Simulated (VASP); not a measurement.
Si, 2 atoms in the cell. It takes space group Fd-3m (No. 227, cubic). The conventional cell has a = 5.427 Å, b = 5.427 Å, c = 5.427 Å, α = 90.00°, β = 90.00°, γ = 90.00°. Within 3.1 Å of Si (site symmetry -43m) lie 4 Si at 2.35 Å. 

| Property | Result |
| --- | --- |
| Program | VASP 6.6.1 |
| Task | relaxation of cell and atoms |
| Functional | PBEsol |
| Potentials or basis | VASP PAW PBE potentials, release 64 (Si) |
| Cutoff | 600 eV |
| k mesh | 12 × 12 × 12 |
| Occupations | gaussian, width 0.02 eV |
| Spin | no spin polarisation |
| Target pressure | 7.75 GPa |
| Dipole correction | no |
| Further INCAR settings | ALGO = Normal; EDIFF = 1e-07; IBRION = 2; EDIFFG = -0.002; NSW = 100; ISIF = 3 |

Potentials or basis: VASP PAW PBE potentials, release 64 (Si).

Launch:

```sh
$ cat potpaw_PBE.64/Si/POTCAR > POTCAR
$ mpirun -np 1 vasp_std > vasp.out
```

Hardware: 1 thread of Intel(R) Xeon(R) Platinum 8259CL CPU @ 2.50GHz (Skylake/Cascade Lake) (shared host).

**Question.** How long does it take, and how much memory?

**Answer.** It took 66 s on 1 thread of Intel(R) Xeon(R) Platinum 8259CL CPU @ 2.50GHz (Skylake/Cascade Lake) (shared host), peak memory 0.18 GiB. Counts: scf iterations 40, k points 72, ion steps 6.
